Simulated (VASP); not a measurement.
Set up this calculation in VASP 6.6.1, as the native input.

```yaml
Task: single point
Functional: PBEsol
Potentials_or_basis: VASP PAW PBE potentials, release 64 (Cr_pv)
Cutoff: 520 eV
k_mesh: 10 × 10 × 10
Occupations: gaussian, width 0.1 eV
Spin: no spin polarisation
Dipole_correction: no
Further_INCAR_settings: ALGO = Normal; EDIFF = 1e-06; NBANDS = 12
```

The structure of Cr lies in POSCAR:

```
Cr
1.0
   -1.4077349231      1.4077349231      1.4077349231
    1.4077349231     -1.4077349231      1.4077349231
    1.4077349231      1.4077349231     -1.4077349231
Cr
1
Direct
    0.0000000000      0.0000000000      0.0000000000
```

One way to write it, as run:

INCAR

```
PREC = Accurate
ENCUT = 520
EDIFF = 1E-6
ISMEAR = 0
SIGMA = 0.1
LREAL = F
LASPH = T
NELM = 80
ALGO = Normal
ISIF = 2
LWAVE = F
LCHARG = F
GGA = PS
NBANDS = 12
```

KPOINTS

```
regular mesh
0
Gamma
  10 10 10
```

Potentials or basis: VASP PAW PBE potentials, release 64 (Cr_pv).

Command:

```bash
$ cat potpaw_PBE.64/Cr_pv/POTCAR > POTCAR
$ mpirun -np 1 vasp_std > vasp.out
```

It gave:

```
Pressure               : -0.4 GPa
Band gap on the k mesh : zero (band 6 reaches 13.89 eV, above the bottom of band 7 at 10.35 eV)
```

Caveat: the PAW data sets were made with another functional, which shifts forces and pressure a little; the run has no spin polarisation, though such a crystal can be magnetic.

Wall time 4.6 s on 1 thread of Intel(R) Xeon(R) Platinum 8375C CPU @ 2.90GHz (Ice Lake), on a shared host, peak memory 0.12 GiB.
